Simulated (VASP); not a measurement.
A run of VASP 6.6.1:

INCAR

```
PREC = Accurate ; ENCUT = 520
EDIFF = 1E-6 ; ISMEAR = -1
SIGMA = 0.05 ; LREAL = F
LASPH = T ; NELM = 80
ALGO = Normal ; ISIF = 2
LWAVE = F ; LCHARG = T
GGA = PE ; IVDW = 12
LELF = T ; LVHAR = T
NBANDS = 63
```

Contents of KPOINTS:

```
regular mesh
0
Gamma
  4 4 3
```

The input POSCAR:

```
HfIn4SiO6
1.0
    5.5553415221     -0.0204484239      0.0730544491
   -0.7135206969      6.0490015181      0.0577996838
   -2.5950948849     -1.2930509118      6.4457928177
Hf In Si O
1 4 1 6
Direct
    0.1256938857      0.0133862312      0.1294658503
    0.3869373208      0.9901389085      0.7402295676
    0.7599879570      0.0047171077      0.5013033444
    0.2400102065      0.4875821415      0.5254928623
    0.5998300751      0.4923247546      0.2183135966
    0.8588216303      0.4413552327      0.8513097683
    0.5414034169      0.3834567521      0.8010007720
    0.9141580232      0.3927090879      0.6386899309
    0.9899306184      0.2632080571     -0.0001998868
    0.9832962234      0.6975957233      0.9818980491
    0.0982555050      0.0668459311      0.4003019005
    0.5016751378      0.1066900723      0.2121842447
```

Potentials or basis: VASP PAW PBE potentials, release 64 (Hf_pv, In_d, Si, O).

Launch:

```bash
$ cat potpaw_PBE.64/Hf_pv/POTCAR potpaw_PBE.64/In_d/POTCAR potpaw_PBE.64/Si/POTCAR potpaw_PBE.64/O/POTCAR > POTCAR
$ mpirun -np 1 vasp_std > vasp.out
```

Hardware: 1 thread of Intel(R) Xeon(R) Platinum 8488C (Sapphire Rapids) (shared host).

Question: How long does it take, and how much memory?

Answer: Wall time 6.1 min on 1 thread of Intel(R) Xeon(R) Platinum 8488C (Sapphire Rapids), on a shared host, peak memory 0.5 GiB. Counts: scf iterations 18, k points 26.
